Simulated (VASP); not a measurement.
Wanted: the native input for a VASP 6.6.1 run.

* Task: single point
* Functional: PBEsol
* Dispersion: D3(BJ)
* Potentials or basis: VASP PAW PBE potentials, release 64 (Mn_pv, S)
* Cutoff: 520 eV
* k mesh: 5 × 5 × 5
* Occupations: fermi-dirac, width 0.01 eV
* Spin: collinear spin, ferromagnetic start
* Starting moments: [5.2, 0.0] μB
* Dipole correction: no
* Further INCAR settings: ALGO = Normal; EDIFF = 1e-06; NBANDS = 20

The structure of MnS lies in POSCAR:

```
MnS
1.0
    0.0000000000      2.8000000000      2.8000000000
    2.8000000000      0.0000000000      2.8000000000
    2.8000000000      2.8000000000      0.0000000000
Mn S
1 1
Direct
    0.0000000000      0.0000000000      0.0000000000
    0.2500000000      0.2500000000      0.2500000000
```

One way to write it, as run:

INCAR

```
SYSTEM = MnS
PREC = Accurate
ENCUT = 520
EDIFF = 1E-6
ISMEAR = -1
SIGMA = 0.01
LREAL = .False.
LASPH = .True.
NELM = 150
ALGO = Normal
ISIF = 2
LWAVE = .False.
LCHARG = .True.
ISPIN = 2
MAGMOM = 5.2 0
LORBIT = 11
LMAXMIX = 4
GGA = PS
IVDW = 12
LELF = .True.
LVHAR = .True.
NBANDS = 20
```

KPOINTS

```
Automatic mesh
0
Gamma
  5 5 5
  0 0 0
```

Potentials or basis: VASP PAW PBE potentials, release 64 (Mn_pv, S).

The run is started by

```bash
$ cat potpaw_PBE.64/Mn_pv/POTCAR potpaw_PBE.64/S/POTCAR > POTCAR
$ mpirun -np 1 vasp_std > vasp.out
```

Results of the run:

The pressure is -3.5 GPa. The net moment is 4.95 μB per cell and the site moments are Mn +4.33; S +0.09 μB. The valence electrons inside the program's atomic spheres are Mn 11.38; S 3.73 and the dispersion energy per atom is -0.287 eV.

Caveat: the k points lie up to 0.39 Å⁻¹ apart; the PAW data sets were made with another functional, which shifts forces and pressure a little; a cell with one magnetic atom can't hold antiferromagnetic order, which such compounds often take.

Wall time 25 s on 1 thread of Intel(R) Xeon(R) Platinum 8259CL CPU @ 2.50GHz (Skylake/Cascade Lake), with other jobs on the host, peak memory 0.19 GiB.
